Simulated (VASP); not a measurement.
Set up this calculation in VASP 6.6.1, as the native input.

```yaml
Task: single point
Functional: LDA
Potentials_or_basis: VASP PAW LDA potentials, release 64 (C)
Cutoff: 520 eV
k_mesh: 12 × 12 × 12
Occupations: gaussian, width 0.05 eV
Spin: no spin polarisation
Dipole_correction: no
Further_INCAR_settings: ALGO = Normal; EDIFF = 1e-07; NBANDS = 11
```

The structure of C lies in POSCAR:

```
C
1.0
    0.0000000000      1.7039681529      1.8893740141
    1.7039681529      0.0000000000      1.8893740141
    1.7039681529      1.7039681529      0.0000000000
C
2
Direct
    0.5000000000      0.5000000000      0.5000000000
    0.7500000000      0.7500000000      0.7500000000
```

This cell differs from its parent crystal: strain +e along x and -e along y +0.0000, strain +e along z and -e/2 along x and y +0.0700.

One way to write it, as run:

INCAR

```
SYSTEM = C
PREC = Accurate
ENCUT = 520
EDIFF = 1E-7
ISMEAR = 0
SIGMA = 0.05
LREAL = .False.
LASPH = .True.
NELM = 80
ALGO = Normal
ISIF = 2
LWAVE = .False.
LCHARG = .True.
GGA = CA
LELF = .True.
LVHAR = .True.
NBANDS = 11
```

KPOINTS

```
regular mesh
0
Gamma
  12 12 12
  0 0 0
```

Potentials or basis: VASP PAW LDA potentials, release 64 (C).

Command:

```sh
$ cat potpaw_LDA.64/C/POTCAR > POTCAR
$ mpirun -np 1 vasp_std > vasp.out
```

It gave:

```
Pressure               : 3.6 GPa
Band gap on the k mesh : 2.90 eV, indirect (least direct gap 4.72 eV)
```

Caveat: the cell differs from its parent crystal (strain +e along x and -e along y +0.0000, strain +e along z and -e/2 along x and y +0.0700).

Wall time 26 s on 1 thread of Intel Xeon 8259CL (shared host), peak memory 0.12 GiB.
